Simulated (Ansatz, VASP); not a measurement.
**CsO in VASP and in Ansatz**

```
Cs O
1.0
    -2.26905    3.37575    3.94643
     2.26905   -3.37575    3.94643
     2.26905    3.37575   -3.94643
Cs O
2 2
Cartesian
  0.0000 0.0000 1.9732
  0.0000 0.0000 5.9196
  0.0000 4.1859 0.0000
  0.0000 2.5656 0.0000
```

Change from the starting cell: strain +0.050 along x and y, +0.050 along z, atoms carried along.

Alike in both runs: task single point; functional LDA; k mesh 8 × 8 × 8; occupations gaussian, width 0.05 eV; no spin polarisation.

|  | VASP | Ansatz |
| --- | --- | --- |
| version | VASP 6.6.1 | Ansatz 0.2.0 |
| potentials or method | VASP PAW LDA potentials, release 64 (Cs_sv, O), cutoff 520 eV | scalar-relativistic, plane waves, PAW |
| valence electrons in the cell | 30 | 30 |

```tsv
	VASP	Ansatz	Ansatz less VASP
gap on the k mesh at the Fermi level (eV)	1.33	1.34	+0.007
least direct gap on the mesh (eV)	1.43	1.44	+0.008
pressure (GPa)	-6.1	-6.2	-0.14
traceless stress, the component that is largest in VASP (GPa)	-1.96	-2.07	-0.111
rms of the force components (eV/Å)	0.801	0.848	+0.0470
```

LDA's correlation is that of Perdew and Zunger in VASP and of Perdew and Wang (1992) in Ansatz. Atom by atom the forces differ by 0.047 eV/Å (rms over components).

Spin-orbit coupling is off throughout.
